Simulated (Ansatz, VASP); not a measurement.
**Mo in VASP and in Ansatz**

INCAR

```
PREC = Accurate
ENCUT = 400
EDIFF = 1E-6
ISMEAR = 1
SIGMA = 0.1
LREAL = False
LASPH = True
NELM = 120
ALGO = Normal
ISIF = 2
LWAVE = False
LCHARG = False
LDIPOL = True
IDIPOL = 3
DIPOL = 0.5 0.5 0.660
GGA = PE
IVDW = 12
NBANDS = 36
GGA_COMPAT = False
NELMDL = -8
```

The input KPOINTS:

```
regular mesh
0
Gamma
  10 10 1
```

File POSCAR:

```
Mo
1.0
    3.1646185137      0.0000000000      0.0000000000
    0.0000000000      3.1646185137      0.0000000000
    0.0000000000      0.0000000000     25.6866380807
Mo
4
Direct
    0.0000000000      0.0000000000      0.5721604848
    0.5000000000      0.5000000000      0.6283549484
    1.0000000000      0.0000000000      0.6936966546
    0.5000000000      0.5000000000      0.7463324036
```

Input for Ansatz:

```yaml
crystal:
  lattice:
    - [3.1646185137, 0.0, 0.0]
    - [0.0, 3.1646185137, 0.0]
    - [0.0, 0.0, 25.6866380807]
  atoms:
    - { symbol: Mo, position: [0.0, 0.0, 0.5721604848] }
    - { symbol: Mo, position: [0.5, 0.5, 0.6283549484] }
    - { symbol: Mo, position: [1.0, 0.0, 0.6936966546] }
    - { symbol: Mo, position: [0.5, 0.5, 0.7463324036] }
basis:
  ecutwfc: 420
kpoints:
  mp_grid: { grid: [10, 10, 1] }
hamiltonian:
  xc: pbe
  dispersion: d3bj
  pseudopotentials: { kind: paw, azcp: { folder: soft_1 } }
scf:
  occupations: { method: methfessel_paxton, width: 0.1 }
  n_extra_bands: 7
  max_iter: 160
output:
  forces: true
  eigenvalues: true
  write_density: true
  write_potential: true
  elf: true
  volumetric_format: npy
efield:
  axis: 3
  dipole_correction: true
```

Alike in both runs: task single point; functional PBE; dispersion D3(BJ); k mesh 10 × 10 × 1; occupations methfessel-paxton of order 1, width 0.1 eV; no spin polarisation.

```csv
,VASP,Ansatz
version,VASP 6.6.1,Ansatz 0.2.0
potentials or method,"VASP PAW PBE potentials, release 64 (Mo_sv), cutoff 400 eV","scalar-relativistic, plane waves, PAW"
valence electrons in the cell,56,56
```

```tsv
	VASP	Ansatz	Ansatz less VASP
gap on the k mesh at the Fermi level (eV)	none	none	-
rms of the force components (eV/Å)	0.355	0.365	+0.0102
```

Atom by atom the forces differ by 0.018 eV/Å (rms over components). A gap of «none» marks a metal or a gap that the smearing closes. Ansatz's warnings: xc potential rough in thin density.
